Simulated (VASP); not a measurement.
System: Al15CuN16 (a cell with a defect).

```xyz
32
Lattice="6.2595 0.0000 0.0000 -3.1298 5.4209 0.0000 0.0000 0.0000 10.0348" Properties=species:S:1:pos:R:3 pbc="T T T"
Al    1.5714    0.9034    2.5083
Al    1.5729    0.9070    7.5247
Al   -0.0010    1.8150   10.0385
Al    0.0188    3.6167    2.5181
Al   -1.5718    4.5186    5.0369
Al    0.0051    3.6407    7.5313
Al   -1.5629    4.5193   10.0405
Al    4.7044    0.8912    2.5207
Al    3.1328    1.8182    5.0347
Al    4.6840    0.9016    7.5276
Al    3.1303    1.8120   10.0417
Al    3.1425    3.6115    2.5177
Al    1.5798    4.5149    5.0382
Al    3.1341    3.6189    7.5408
Al    1.5724    4.5198   10.0386
Cu   -0.0483    1.8400    5.0058
N     1.5988    0.8885    4.4052
N     0.0164    1.8011    1.9110
N     1.5520    0.9135    9.4362
N     0.0035    1.8202    6.9942
N     0.0139    3.7166    4.4152
N    -1.5429    4.5092    1.9075
N    -0.0071    3.6294    9.4377
N    -1.5554    4.5199    6.9361
N     4.6187    0.8429    4.4119
N     3.1528    1.7998    1.9094
N     4.6834    0.9149    9.4378
N     3.1403    1.8092    6.9354
N     3.1299    3.6183    4.4210
N     1.5937    4.5039    1.8986
N     3.1242    3.6218    9.4399
N     1.5845    4.5161    6.9427
```

Base run:

| Property | Result |
| --- | --- |
| Program | VASP 6.6.1 |
| Functional | PBE |
| Potentials or basis | VASP PAW PBE potentials, release 64 (Al, Cu, N) |
| Cutoff | 520 eV |
| k mesh | 1 × 1 × 1, shifted |
| Occupations | fermi-dirac, width 0.01 eV |
| Spin | no spin polarisation |

Its results: pressure 0.8 GPa; largest force 0.054 eV/Å.

Q: The run is repeated on the same cell with these changes: functional from PBE to HSE06. What comes out?

A: Pressure -4.9 GPa; largest force 0.439 eV/Å.

Caveats: the PAW data sets were made with another functional, which shifts forces and pressure a little (at least some runs).
